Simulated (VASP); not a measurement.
# Sr8Ti8HO24 (a cell with a defect) in VASP: single point with PBEsol

Aim: the single point of Sr8Ti8HO24 (a cell with a defect) with PBEsol.

Program: VASP 6.6.1. These are calculated values, not measurements. Logs are shortened: lines on timing, memory, paths and dates and some standing lists are left out, and cuts for length are marked.

### Step 1. The cell of the first run

The cell holds a defect, 41 atoms: a = 7.783 Å, b = 7.783 Å, c = 7.783 Å, α = 90.00°, β = 90.00°, γ = 90.00°.

### Step 2. Single point, PBEsol, collinear spin

INCAR reads:

```
SYSTEM = Sr8Ti8HO24
  PREC = Accurate
  ENCUT = 520
  EDIFF = 1E-6
  ISMEAR = -1
  SIGMA = 0.05
  LREAL = Auto
  LASPH = .TRUE.
  NELM = 150
  ALGO = Normal
  ISIF = 2
  LWAVE = .FALSE.
  LCHARG = .FALSE.
  ISPIN = 2
  MAGMOM = 0 0 0 0 0 0 0 0.222 0.222 0.222 0 0 0 0 0 0 0 0.222 0 0 0 0 0 0 0 0 0 0 0.222 0.222 0 0 0 0 0.222 0.222 0 0 0 0 0.222
  LORBIT = 11
  LMAXMIX = 4
  GGA = PS
  NELECT = 322.0
  ISYM = 0
  NBANDS = 190
```

KPOINTS reads:

```
Automatic mesh
0
Gamma
  1 1 1
  0.25 0.25 0.25
```

POSCAR reads:

```
Sr8Ti8HO24
1.0
    7.7828210000      0.0000000000      0.0000000000
    0.0000000000      7.7828210000      0.0000000000
    0.0000000000      0.0000000000      7.7828210000
Sr Ti O H
8 8 24 1
Direct
    0.9923510000      0.0004430000      0.9981820000
    0.9963550000      0.9930310000      0.5002120000
    0.9961730000      0.5073100000      0.9999700000
    0.0035210000      0.5039430000      0.5003860000
    0.5002100000      0.9989760000      0.0009280000
    0.5146290000      0.9856330000      0.5019800000
    0.5080820000      0.5150180000      0.0005490000
    0.5104210000      0.5148430000      0.5025270000
    0.2441090000      0.2544040000      0.2328060000
    0.2508980000      0.2538220000      0.7622090000
    0.2508890000      0.7529980000      0.2498420000
    0.2512950000      0.7529260000      0.7510260000
    0.7467250000      0.2527270000      0.2533860000
    0.7492210000      0.2529460000      0.7497350000
    0.7530120000      0.7522390000      0.2497440000
    0.7533880000      0.7524100000      0.7516430000
    0.2848800000      0.2807490000      0.0000330000
    0.2202100000      0.2297700000      0.5000350000
    0.2422740000      0.7278940000      0.0000570000
    0.2610880000      0.7787480000      0.5002370000
    0.7146550000      0.2451930000      0.0010470000
    0.7831870000      0.2611660000      0.5009710000
    0.7620310000      0.7600920000      0.0007820000
    0.7434320000      0.7457860000      0.5003790000
    0.9989030000      0.2615590000      0.2198920000
    0.0010970000      0.2574480000      0.7807100000
    0.0011690000      0.7454400000      0.2609930000
    0.0015810000      0.7494610000      0.7403130000
    0.4942150000      0.2442420000      0.2977390000
    0.4978040000      0.2477110000      0.7112060000
    0.5010210000      0.7609030000      0.2407570000
    0.5018520000      0.7571530000      0.7602040000
    0.2406610000      0.0050840000      0.2209220000
    0.2470470000      0.0046450000      0.7772660000
    0.2567550000      0.5023600000      0.2742730000
    0.2545670000      0.5025560000      0.7258260000
    0.7577000000      0.0031300000      0.2581970000
    0.7548670000      0.0025770000      0.7427410000
    0.7409050000      0.5027050000      0.2433030000
    0.7466950000      0.5031350000      0.7585650000
    0.3463660000      0.2422940000      0.4823030000
```

Potentials or basis: VASP PAW PBE potentials, release 64 (Sr_sv, Ti_sv, O, H).

Launch:

```console
> cat potpaw_PBE.64/Sr_sv/POTCAR potpaw_PBE.64/Ti_sv/POTCAR potpaw_PBE.64/O/POTCAR potpaw_PBE.64/H/POTCAR > POTCAR
> mpirun -np 1 vasp_std > vasp.out
```

OUTCAR:

```text
SYSTEM = Sr8Ti8HO24
   PREC = Accurate
   ENCUT = 520
   EDIFF = 1E-6
   ISMEAR = -1
   LREAL = Auto
   LASPH = .TRUE.
   NELM = 150
   ISIF = 2
   ISPIN = 2
   LORBIT = 11
   GGA = PS
   NELECT = 322.0
   ISYM = 0

 ion  position               nearest neighbor table
   1  0.992  0.000  0.998-  23 2.59  33 2.60  26 2.62  34 2.62  25 2.67  38 2.71  37 2.73  28 2.80
                            27 2.85  19 2.88  21 2.88  17 3.15  16 3.30  15 3.32   9 3.33  14 3.34
   2  0.996  0.993  0.500-  18 2.54  37 2.65  20 2.65  28 2.66  38 2.66  22 2.67  27 2.68  24 2.75
                            33 2.89  34 2.91  26 3.00  25 3.02  15 3.30  16 3.30  11 3.35  12 3.35
   3  0.996  0.507  1.000-  25 2.57  19 2.57  26 2.59  23 2.68  40 2.70  39 2.74  27 2.75  28 2.76
                            17 2.86  36 2.93  35 2.94  21 2.99   9 3.30  16 3.31  15 3.32  10 3.35
   4  0.004  0.504  0.500-  22 2.55  36 2.63  35 2.64  27 2.65  28 2.67  18 2.72  24 2.76  40 2.83
                            39 2.86  25 2.89  26 2.91  20 2.93  11 3.36  12 3.36  15 3.37  16 3.37
   5  0.500  0.999  0.001-  21 2.54  34 2.63  31 2.63  33 2.65  32 2.66  23 2.76  17 2.76  38 2.82
                            37 2.83  19 2.91  30 2.97  29 3.00  10 3.34   9 3.34  11 3.34  12 3.35
   6  0.515  0.986  0.502-  41 2.39  20 2.55  29 2.57  24 2.58  30 2.61  38 2.65  37 2.68  31 2.68
                            32 2.69  18 2.98  34 2.99  22 2.99  33 3.06  16 3.24  15 3.26  12 3.35
   7  0.508  0.515  0.001-  17 2.52  39 2.62  21 2.64  40 2.65  19 2.65  32 2.66  31 2.68  23 2.75
                            35 2.89  36 2.91  30 3.07  29 3.13  15 3.29  16 3.29  12 3.35  11 3.35
   8  0.510  0.515  0.503-  41 2.48  24 2.55  30 2.64  29 2.64  36 2.64  35 2.66  39 2.70  40 2.71
                            32 2.75  31 2.80  20 2.83  22 2.90  18 3.17  16 3.28  15 3.29  12 3.35
   9  0.244  0.254  0.233-  17 1.85  25 1.91  33 1.94  35 1.96  29 2.01  18 2.10   3 3.30   1 3.33
                             5 3.34   7 3.41   4 3.41   2 3.49   8 3.58   6 3.63
  10  0.251  0.254  0.762-  17 1.88  34 1.94  26 1.95  36 1.96  30 1.96  18 2.06   5 3.34   3 3.35
                             1 3.36   7 3.40   4 3.41   2 3.49   8 3.51   6 3.56
  11  0.251  0.753  0.250-  27 1.95  31 1.95  19 1.95  35 1.96  20 1.96  33 1.98   5 3.34   7 3.35
                             2 3.35   4 3.36   6 3.37   3 3.37   8 3.37   1 3.40
  12  0.251  0.753  0.751-  28 1.95  19 1.95  32 1.95  36 1.96  20 1.96  34 1.97   7 3.35   5 3.35
                             6 3.35   2 3.35   8 3.35   4 3.36   3 3.37   1 3.39
  13  0.747  0.253  0.253-  37 1.94  39 1.95  22 1.95  21 1.98  25 1.98  29 2.00   8 3.36   6 3.37
                             5 3.38   1 3.38   7 3.39   4 3.39   2 3.40   3 3.40
  14  0.749  0.253  0.750-  40 1.95  38 1.95  22 1.96  21 1.98  26 1.98  30 1.98   1 3.34   8 3.36
                             6 3.37   3 3.38   5 3.39   7 3.39   4 3.39   2 3.40
  15  0.753  0.752  0.250-  27 1.93  23 1.94  39 1.95  24 1.95  37 1.95  31 1.96   6 3.26   7 3.29
                             8 3.29   2 3.30   3 3.32   1 3.32   5 3.36   4 3.37
  16  0.753  0.752  0.752-  28 1.93  23 1.94  40 1.94  38 1.95  24 1.96  32 1.96   6 3.24   8 3.28
                             7 3.29   1 3.30   2 3.30   3 3.31   5 3.37   4 3.37
  17  0.285  0.281  0.000-   9 1.85  10 1.88   7 2.52   5 2.76   3 2.86   1 3.15
  18  0.220  0.230  0.500-  41 1.00  10 2.06   9 2.10   2 2.54   4 2.72   6 2.98   8 3.17
[... 243 lines left out ...]
      5     -51.4388      1.00000
      6     -51.4320      1.00000
[... 693 lines left out ...]
    172       8.0829      0.00000
    173       8.1450      0.00000
 Fermi energy:         6.7601234999

 spin component 2

 k-point     1 :       0.2500    0.2500    0.2500
  band No.  band energies     occupation
      1     -51.7096      1.00000
      2     -51.6952      1.00000
      3     -51.6687      1.00000
      4     -51.6485      1.00000
      5     -51.6406      1.00000
      6     -51.6363      1.00000
[... 693 lines left out ...]
    172       7.8766      0.00000
    173       7.9310      0.00000
 [bands above 173 left out]

------------------------ aborting loop because EDIFF is reached ----------------------------------------

  FORCE on cell =-STRESS in cart. coord.  units (eV):
  Direction    XX          YY          ZZ          XY          YZ          ZX
  --------------------------------------------------------------------------------------
  -------------------------------------------------------------------------------------
  Total       14.9040103     18.4798787     18.5967609      0.7222122     -0.2602340      1.0775259
  in kB       50.6526997     62.8056294     63.2028646      2.4545069     -0.8844299      3.6620745
  external PRESSURE =      58.8870646 kB  Pullay stress =       0.0000000 kB

 VOLUME and BASIS-vectors are now :
 -----------------------------------------------------------------------------
  energy-cutoff  :      520.00
  volume of cell :      471.42
      direct lattice vectors                 reciprocal lattice vectors
     7.782821000  0.000000000  0.000000000     0.128488115  0.000000000  0.000000000
     0.000000000  7.782821000  0.000000000     0.000000000  0.128488115  0.000000000
     0.000000000  0.000000000  7.782821000     0.000000000  0.000000000  0.128488115

 POSITION                                       TOTAL-FORCE (eV/Angst)
 -----------------------------------------------------------------------------------
      7.72329      0.00345      7.76867         0.014426     -0.040754      0.038585
      7.75445      7.72858      3.89306         0.038694      0.019737     -0.006402
      7.75304      3.94830      7.78259        -0.029265      0.069770     -0.044696
      0.02740      3.92210      3.89441        -0.001614      0.025272      0.008804
      3.89304      7.77485      0.00722         0.002487     -0.021070     -0.008216
      4.00527      7.67101      3.90682         0.023335     -0.023743      0.035883
[... 33 lines left out ...]
      5.81139      3.91581      5.90378        -0.018253     -0.041657      0.016627
      2.69570      1.88573      3.75368         0.105361      0.011737      0.010127
 -----------------------------------------------------------------------------------
    total drift:                               -0.014900     -0.081984      0.004603

  FREE ENERGIE OF THE ION-ELECTRON SYSTEM (eV)
  ---------------------------------------------------
  free  energy   TOTEN  =      -331.5987446657 eV

  energy  without entropy=     -331.4388297436  energy(sigma->0) =     -331.51878720

 total charge

# of ion       s       p       d       tot
------------------------------------------
    1        2.002   5.771   0.237   8.010
    2        2.000   5.769   0.229   7.999
    3        2.001   5.770   0.237   8.008
    4        2.000   5.768   0.229   7.997
    5        2.001   5.768   0.234   8.003
    6        2.004   5.775   0.255   8.035
[... 33 lines left out ...]
   40        1.560   3.489   0.000   5.049
   41        0.594   0.130   0.000   0.724
--------------------------------------------------
tot         71.884 180.569  16.720 269.173

 magnetization (x)

# of ion       s       p       d       tot
------------------------------------------
    1       -0.000   0.000  -0.004  -0.004
    2       -0.000   0.000  -0.003  -0.003
    3       -0.000   0.000  -0.004  -0.004
    4       -0.000   0.000  -0.003  -0.003
    5       -0.000  -0.000  -0.004  -0.004
    6       -0.000   0.000  -0.003  -0.003
[... 33 lines left out ...]
   40        0.000   0.005   0.000   0.006
   41       -0.001  -0.000   0.000  -0.001
--------------------------------------------------
tot         -0.006   0.116  -1.699  -1.590
```

stdout:

```text
POSCAR found type information on POSCAR SrTiO H
 POSCAR found :  4 types and      41 ions
 scaLAPACK will be used
 -----------------------------------------------------------------------------
|                                                                             |
|                                                                             |
|     You enforced a specific xc type in the INCAR file but a different       |
|     I HOPE YOU KNOW WHAT YOU ARE DOING!                                     |
|                                                                             |
 -----------------------------------------------------------------------------

 LDA part: xc-table for (Slater+PW92), standard interpolation
 POSCAR, INCAR and KPOINTS ok, starting setup
 FFT: planning ... GRIDC
 FFT: planning ... GRID_SOFT
 FFT: planning ... GRID
 WAVECAR not read
 entering main loop
 the old and the new charge density differ
 old charge density:   321.00000 new  322.00000
    0.805E+01
```

It took 40 min on 1 thread of Intel Xeon Platinum 8259CL at 2.50GHz (Skylake/Cascade Lake), shared host; peak memory 0.96 GiB.

Results:

```yaml
Free_energy: -331.5987 eV
Largest_force: 0.107 eV/Å
Net_moment: -1.89 μB per cell
Site_moments: Sr -0.00; Ti -0.24, -0.25, -0.19, -0.22, -0.21, -0.20 (each value once); O +0.01, +0.00 (each value once); H -0.00 μB
Valence_electrons_inside_the_program's_atomic_spheres: Sr 8.01, 8.00, 8.04, 8.02 (each value once); Ti 10.44, 10.41, 10.38, 10.39, 10.35, 10.36, 10.43 (each value once); O 5.08, 5.15, 5.04, 5.03, 5.06, 5.05, 5.02 (each value once); H 0.72
```

Forces in eV/Å, atoms in the order of the input:
```
Sr   0.014 -0.041  0.039
Sr   0.039  0.020 -0.006
Sr  -0.029  0.070 -0.045
Sr  -0.002  0.025  0.009
Sr   0.002 -0.021 -0.008
Sr   0.023 -0.024  0.036
Sr  -0.036  0.000  0.004
Sr  -0.013  0.028 -0.052
Ti   0.041 -0.014  0.081
Ti  -0.080  0.008  0.029
Ti   0.001  0.013 -0.007
Ti  -0.009  0.022  0.008
Ti  -0.099  0.006 -0.007
Ti  -0.033 -0.018 -0.008
Ti  -0.014  0.004 -0.010
Ti  -0.007 -0.004 -0.009
O    0.056 -0.037 -0.083
O   -0.098 -0.013  0.006
O    0.001  0.019  0.017
O    0.004 -0.018 -0.010
O    0.023  0.015  0.057
O    0.015 -0.014 -0.014
O   -0.007 -0.016 -0.020
O    0.011  0.012  0.038
O    0.074  0.004 -0.017
O    0.104  0.000 -0.020
O   -0.028  0.004  0.014
O    0.000  0.011 -0.017
O   -0.069 -0.001 -0.009
O   -0.038  0.020 -0.023
O    0.031  0.010  0.002
O    0.016 -0.017  0.000
O    0.028  0.002  0.002
O    0.001  0.007  0.025
O   -0.033 -0.030 -0.019
O   -0.006 -0.025 -0.006
O   -0.007 -0.005  0.023
O    0.024  0.041 -0.001
O    0.010 -0.013 -0.025
O   -0.018 -0.042  0.017
H    0.105  0.012  0.010
```

Levels at points of the mesh, in eV from the Fermi level:
Spin up:
```tsv
k point	band 156	band 157	band 158	band 159	band 160	band 161	band 162	band 163	band 164	band 165
(0.25, 0.25, 0.25)	-3.10	-3.07	-3.05	-2.95	-2.92	0.16	0.22	0.24	0.32	0.33
```
Spin down:
| k point | band 158 | band 159 | band 160 | band 161 | band 162 | band 163 | band 164 | band 165 |
| --- | --- | --- | --- | --- | --- | --- | --- | --- |
| (0.25, 0.25, 0.25) | -3.04 | -2.94 | -2.91 | -0.07 | -0.01 | 0.03 | 0.08 | 0.11 |

Caveat: the k points lie up to 0.40 Å⁻¹ apart; the cell carries a net charge on a neutralising background, which shifts energy and pressure; the cell is charged against a uniform background, so pressure and absolute levels hang on convention; a moment this small can come from the mesh or the smearing; the PAW data sets were made with another functional, which shifts forces and pressure a little; semilocal functionals often make such compounds metallic where correlation or magnetic order opens a gap, which also shifts bond lengths.
